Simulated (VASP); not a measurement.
# Pb (Fd-3m) in VASP: single point with LDA

Aim: the single point of Pb with LDA.

All numbers are computed with VASP 6.6.1; they aren't measurements. Logs are shortened: lines on timing, memory, paths and dates and some standing lists are left out, and cuts for length are marked.

### 1 The cell of the first run

It takes space group Fd-3m (No. 227, cubic). The conventional cell has a = 6.878 Å, b = 6.878 Å, c = 6.878 Å, α = 90.00°, β = 90.00°, γ = 90.00°. Pb (site symmetry -43m) has 4 Pb at 2.98 Å within 3.9 Å.

### 2 Single point, LDA

Input file INCAR:

```
PREC = Accurate
ENCUT = 500
EDIFF = 1E-6
ISMEAR = 0
SIGMA = 0.1
LREAL = False
LASPH = True
NELM = 120
ALGO = Normal
ISIF = 2
LWAVE = False
LCHARG = False
NBANDS = 21
GGA_COMPAT = False
```

Input file KPOINTS:

```
Automatic mesh
0
Gamma
  4 4 4
```

Input file POSCAR:

```
Pb
1.0
    0.0000000000      3.4390000555      3.4390000555
    3.4390000555      0.0000000000      3.4390000555
    3.4390000555      3.4390000555      0.0000000000
Pb
2
Direct
    0.5000000000      0.5000000000      0.5000000000
    0.7500000000      0.7500000000      0.7500000000
```

Potentials or basis: VASP PAW LDA potentials, release 64 (Pb_d).

Launch:

```console
$ cat potpaw_LDA.64/Pb_d/POTCAR > POTCAR
$ mpirun -np 1 vasp_std > vasp.out
```

OUTCAR:

```text
PREC = Accurate
   ENCUT = 500
   EDIFF = 1E-6
   ISMEAR = 0
   LREAL = False
   LASPH = True
   NELM = 120
   ISIF = 2

 ion  position               nearest neighbor table
   1  0.500  0.500  0.500-   2 2.98   2 2.98   2 2.98   2 2.98
   2  0.750  0.750  0.750-   1 2.98   1 2.98   1 2.98   1 2.98

  LATTYP: Found a face centered cubic cell.
 ALAT       =     6.8780001110

  Lattice vectors:

 A1 = (   0.0000000000,   3.4390000555,   3.4390000555)
 A2 = (   3.4390000555,   0.0000000000,   3.4390000555)
 A3 = (   3.4390000555,   3.4390000555,   0.0000000000)

Analysis of symmetry for initial positions (statically):
=====================================================================
 Subroutine PRICEL returns:
 Original cell was already a primitive cell.

 Routine SETGRP: Setting up the symmetry group for a
 face centered cubic supercell.

 Subroutine GETGRP returns: Found 48 space group operations
 (whereof 24 operations were pure point group operations)
 out of a pool of 48 trial point group operations.

The static configuration has the point symmetry T_d .
 The point group associated with its full space group is O_h .

Analysis of symmetry for dynamics (positions and initial velocities):
=====================================================================
 Subroutine PRICEL returns:
 Original cell was already a primitive cell.

 Routine SETGRP: Setting up the symmetry group for a
 face centered cubic supercell.

 Subroutine GETGRP returns: Found 48 space group operations
 (whereof 24 operations were pure point group operations)
 out of a pool of 48 trial point group operations.

The dynamic configuration has the point symmetry T_d .
 The point group associated with its full space group is O_h .

 Subroutine INISYM returns: Found 48 space group operations
 (whereof 24 operations are pure point group operations),
 and found     1 'primitive' translations

----------------------------------------------------------------------------------------

                                     Primitive cell

  volume of cell :      81.3442

  direct lattice vectors                    reciprocal lattice vectors
     0.000000000  3.439000056  3.439000056    -0.145391100  0.145391100  0.145391100
     3.439000056  0.000000000  3.439000056     0.145391100 -0.145391100  0.145391100
     3.439000056  3.439000056  0.000000000     0.145391100  0.145391100 -0.145391100

  length of vectors
     4.863480519  4.863480519  4.863480519     0.251824772  0.251824772  0.251824772

  position of ions in fractional coordinates (direct lattice)
     0.500000000  0.500000000  0.500000000
     0.750000000  0.750000000  0.750000000

  ion indices of the primitive-cell ions
   primitive index   ion index
                 1           1
                 2           2

----------------------------------------------------------------------------------------

 KPOINTS: Automatic mesh

Automatic generation of k-mesh.
 Grid dimensions read from file:
 generate k-points for:    4    4    4

 Generating k-lattice:

  Cartesian coordinates                     Fractional coordinates (reciprocal lattice)
    -0.036347775  0.036347775  0.036347775     0.250000000  0.000000000  0.000000000
     0.036347775 -0.036347775  0.036347775     0.000000000  0.250000000  0.000000000
     0.036347775  0.036347775 -0.036347775     0.000000000  0.000000000  0.250000000

  Length of vectors
     0.062956193  0.062956193  0.062956193

  Shift w.r.t. Gamma in fractional coordinates (k-lattice)
     0.000000000  0.000000000  0.000000000

 Subroutine IBZKPT returns following result:
 ===========================================

 Found      8 irreducible k-points:

 Following reciprocal coordinates:
            Coordinates               Weight
  0.000000  0.000000  0.000000      1.000000
  0.250000  0.000000  0.000000      8.000000
  0.500000  0.000000  0.000000      4.000000
  0.250000  0.250000  0.000000      6.000000
  0.500000  0.250000  0.000000     24.000000
 -0.250000  0.250000  0.000000     12.000000
  0.500000  0.500000  0.000000      3.000000
 -0.250000  0.500000  0.250000      6.000000
   k-points           NKPTS =      8   k-points in BZ     NKDIM =      8   number of bands    NBANDS=     21
   number of dos      NEDOS =    301   number of ions     NIONS =      2
   total plane-waves  NPLWV =  46656
   dimension x,y,z NGX =    36 NGY =   36 NGZ =   36
   dimension x,y,z NGXF=    72 NGYF=   72 NGZF=   72
   ions per type =               2
   NGX,Y,Z   is equivalent  to a cutoff of  12.31, 12.31, 12.31 a.u.
   NGXF,Y,Z  is equivalent  to a cutoff of  24.61, 24.61, 24.61 a.u.
 SYSTEM =  unknown system
   PREC   = accura    normal or accurate (medium, high low for compatibility)
   ISTART =      0    job   : 0-new  1-cont  2-samecut
   ICHARG =      2    charge: 1-file 2-atom 10-const
   ISPIN  =      1    spin polarized calculation?
   LNONCOLLINEAR =      F non collinear calculations
   LSORBIT =      F    spin-orbit coupling
   LASPH  =      T    aspherical Exc in radial PAW
   ENCUT  =  500.0 eV  36.75 Ry    6.06 a.u.   8.87  8.87  8.87*2*pi/ulx,y,z
   NELM   =    120;   NELMIN=  2; NELMDL= -5     # of ELM steps
   EDIFF  = 0.1E-05   stopping-criterion for ELM
   LREAL  =      F    real-space projection
   EDIFFG = 0.1E-04   stopping-criterion for IOM
   NSW    =      0    number of steps for IOM
   IBRION =     -1    ionic relax: 0-MD 1-quasi-New 2-CG
   NFREE  =      0    steps in history (QN), initial steepest desc. (CG)
   ISIF   =      2    stress and relaxation
   ISYM   =      2    0-nonsym 1-usesym 2-fastsym
   POTIM  = 0.5000    time-step for ionic-motion
   TEBEG  =    0.0;   TEEND  =   0.0 temperature during run
   PSTRESS=    0.0 pullay stress
   NELECT =      28.0000    total number of electrons
   NUPDOWN=      -1.0000    fix difference up-down
   EMIN   =  10.00;   EMAX   =-10.00  energy-range for DOS
   EFERMI =   0.00;   METHOD = LEGACY
   ISMEAR =     0;   SIGMA  =   0.10  broadening in eV -4-tet -1-fermi 0-gaus
   EFERMI_NEDOS =   21; number of points for ismear=-14 and -15
   IALGO  =     38    algorithm
   IMIX   =      4    mixing-type and parameters
     AMIX     =   0.40;   BMIX     =  1.00
     AMIX_MAG =   1.60;   BMIX_MAG =  1.00
  volume/ion in A,a.u.               =      40.67       274.47
  Fermi-wavevector in a.u.,A,eV,Ry     =   1.147322  2.168124 17.909999  1.316348
  Thomas-Fermi vector in A             =   2.284002
   LORBIT       =      0    0 simple, 1 ext, 2 COOP (PROOUT), +10 PAW based schemes
   GGA     = CA    functional components
   LHFCALC =     F    Hartree Fock is set to
   AEXX    =    0.0000 exact exchange contribution
   IVDW    =     0    specifies the selected vdW correction
   LEPSILON=     F    determine dielectric tensor
   LRPA    =     F    only Hartree local field effects (RPA)
 non-spin polarized calculation
 Gauss-broadening in eV      SIGMA  =   0.10
  energy-cutoff  :      500.00
  volume of cell :       81.34
 maximum number of plane-waves:      2120
   NGX = 17   NGY = 17   NGZ = 17

 number of electron      28.0000001 magnetization

 Free energy of the ion-electron system (eV)
  ---------------------------------------------------
  ext. energy  EPLUGINS =         0.00000000
  ---------------------------------------------------
  free energy    TOTEN  =        -7.74351851 eV

  energy without entropy =       -7.72895371  energy(sigma->0) =       -7.73623611

 E-fermi :   3.7199     XC(G=0):  -8.7628

 val. band max:        3.5810007980   @ k =   0.2500   0.0000   0.0000
 cond. band min:       3.7400828779   @ k =   0.2500   0.0000   0.0000
 fundamental gap:      0.1590820800
 Fermi energy:         3.7198511659

 k-point     1 :       0.0000    0.0000    0.0000
  band No.  band energies     occupation
      1     -13.0907      2.00000
      2     -13.0907      2.00000
      3     -13.0907      2.00000
      4     -13.0098      2.00000
      5     -13.0098      2.00000
      6     -12.5777      2.00000
[... 13 lines left out ...]
     20      11.9886      0.00000
     21      11.9886      0.00000

 k-point     2 :       0.2500    0.0000    0.0000
  band No.  band energies     occupation
      1     -13.1258      2.00000
      2     -13.1258      2.00000
      3     -13.0780      2.00000
      4     -12.9536      2.00000
      5     -12.9536      2.00000
      6     -12.6323      2.00000
[... 13 lines left out ...]
     20      11.1621      0.00000
     21      11.1621      0.00000

 k-point     3 :       0.5000    0.0000    0.0000
  band No.  band energies     occupation
      1     -13.1393      2.00000
      2     -13.1393      2.00000
      3     -13.0644      2.00000
      4     -12.9254      2.00000
      5     -12.9254      2.00000
      6     -12.6514      2.00000
[... 13 lines left out ...]
     20      11.9201      0.00000
     21      12.4517      0.00000

 k-point     4 :       0.2500    0.2500    0.0000
  band No.  band energies     occupation
      1     -13.1273      2.00000
      2     -13.1273      2.00000
      3     -13.1030      2.00000
      4     -12.9418      2.00000
      5     -12.8765      2.00000
      6     -12.7654      2.00000
[... 13 lines left out ...]
     20      11.1844      0.00000
     21      13.0536      0.00000

 k-point     5 :       0.5000    0.2500    0.0000
  band No.  band energies     occupation
      1     -13.1801      2.00000
      2     -13.1515      2.00000
      3     -13.0211      2.00000
      4     -12.8716      2.00000
      5     -12.8386      2.00000
      6     -12.8039      2.00000
[... 13 lines left out ...]
     20      12.3078      0.00000
     21      12.8745      0.00000

 k-point     6 :      -0.2500    0.2500    0.0000
  band No.  band energies     occupation
      1     -13.1711      2.00000
      2     -13.1555      2.00000
      3     -13.0126      2.00000
      4     -12.9211      2.00000
      5     -12.8670      2.00000
      6     -12.7181      2.00000
[... 13 lines left out ...]
     20      11.2814      0.00000
     21      12.7151      0.00000

 k-point     7 :       0.5000    0.5000    0.0000
  band No.  band energies     occupation
      1     -13.1588      2.00000
      2     -13.1588      2.00000
      3     -12.9898      2.00000
      4     -12.9898      2.00000
      5     -12.7786      2.00000
      6     -12.7786      2.00000
[... 13 lines left out ...]
     20      12.1991      0.00000
     21      14.2880      0.00000

 k-point     8 :      -0.2500    0.5000    0.2500
  band No.  band energies     occupation
      1     -13.1846      2.00000
      2     -13.1846      2.00000
      3     -12.9091      2.00000
      4     -12.9091      2.00000
      5     -12.7943      2.00000
      6     -12.7943      2.00000
[... 13 lines left out ...]
     20      12.6482      0.00000
     21      13.7656      0.00000

------------------------ aborting loop because EDIFF is reached ----------------------------------------

  FORCE on cell =-STRESS in cart. coord.  units (eV):
  Direction    XX          YY          ZZ          XY          YZ          ZX
  --------------------------------------------------------------------------------------
  -------------------------------------------------------------------------------------
  Total        0.0286813      0.0286813      0.0286813      0.0000000      0.0000000      0.0000000
  in kB        0.5649141      0.5649141      0.5649141      0.0000000      0.0000000      0.0000000
  external PRESSURE =       0.5649141 kB  Pullay stress =       0.0000000 kB

 VOLUME and BASIS-vectors are now :
 -----------------------------------------------------------------------------
  energy-cutoff  :      500.00
  volume of cell :       81.34
      direct lattice vectors                 reciprocal lattice vectors
     0.000000000  3.439000056  3.439000056    -0.145391100  0.145391100  0.145391100
     3.439000056  0.000000000  3.439000056     0.145391100 -0.145391100  0.145391100
     3.439000056  3.439000056  0.000000000     0.145391100  0.145391100 -0.145391100

 POSITION                                       TOTAL-FORCE (eV/Angst)
 -----------------------------------------------------------------------------------
      3.43900      3.43900      3.43900         0.000000      0.000000     -0.000000
      5.15850      5.15850      5.15850        -0.000000     -0.000000      0.000000
 -----------------------------------------------------------------------------------
    total drift:                                0.000000      0.000000      0.000000

  FREE ENERGIE OF THE ION-ELECTRON SYSTEM (eV)
  ---------------------------------------------------
  free  energy   TOTEN  =        -7.7435185146 eV

  energy  without entropy=       -7.7289537129  energy(sigma->0) =       -7.73623611
```

Wall time 16 s (1 thread of Intel Xeon 8259CL, shared host); peak memory 0.17 GiB.

Results:

```yaml
Free_energy: -7.7435 eV
Pressure: 0.1 GPa
Band_gap_on_the_k_mesh: zero (band 14 reaches 4.45 eV, above the bottom of band 15 at 3.30 eV)
```

Caveat: the k points lie up to 0.40 Å⁻¹ apart; spin-orbit coupling is left out, which moves the levels of the heavy elements.
